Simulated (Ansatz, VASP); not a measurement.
**CoRu4 in VASP and in Ansatz**

```
Co Ru
1.0
     2.70202    0.00000    0.00000
    -1.35101    2.34002    0.00000
     0.00000    0.00000   21.04925
Co Ru
2 8
Direct
  0.33333 0.66667 0.25000
  0.66667 0.33333 0.75000
  0.33333 0.66667 0.05090
  0.33333 0.66667 0.44910
  0.33333 0.66667 0.65248
  0.33333 0.66667 0.84752
  0.66667 0.33333 0.15248
  0.66667 0.33333 0.34752
  0.66667 0.33333 0.55090
  0.66667 0.33333 0.94910
```

Alike in both runs: functional PBE; k mesh 6 × 6 × 1; occupations gaussian, width 0.1 eV; collinear spin.

Ansatz relaxed the structure, and its values are those at the end. VASP's run is a single point on that final structure, the one shown.

|  | VASP | Ansatz |
| --- | --- | --- |
| version | VASP 6.6.1 | Ansatz 0.2.0 |
| potentials or method | VASP PAW PBE potentials, release 64 (Co, Ru_pv), cutoff 520 eV | scalar-relativistic, plane waves, PAW |
| valence electrons in the cell | 130 | 162 |

```csv
,VASP,Ansatz,Ansatz less VASP
gap on the k mesh at the Fermi level (eV),none,none,-
pressure (GPa),-0.1,0.1,+0.21
rms of the force components (eV/Å),0.014,0.011,-0.0032
net moment per atom (μB),0.33,0.33,+0.002
size of the moment on the site where the two differ most (μB),1.46,1.50,+0.041
```

Site moments also hang on the region over which each program counts them. A gap of «none» marks a metal or a gap that the smearing closes. With one functional, cell and mesh, what is left measures potentials, basis and numerics. VASP's potentials hold 130 valence electrons a cell and Ansatz's 162, so a difference there can come from the potentials and not from the codes.

The k mesh is coarse, so the values compare programs but aren't converged.
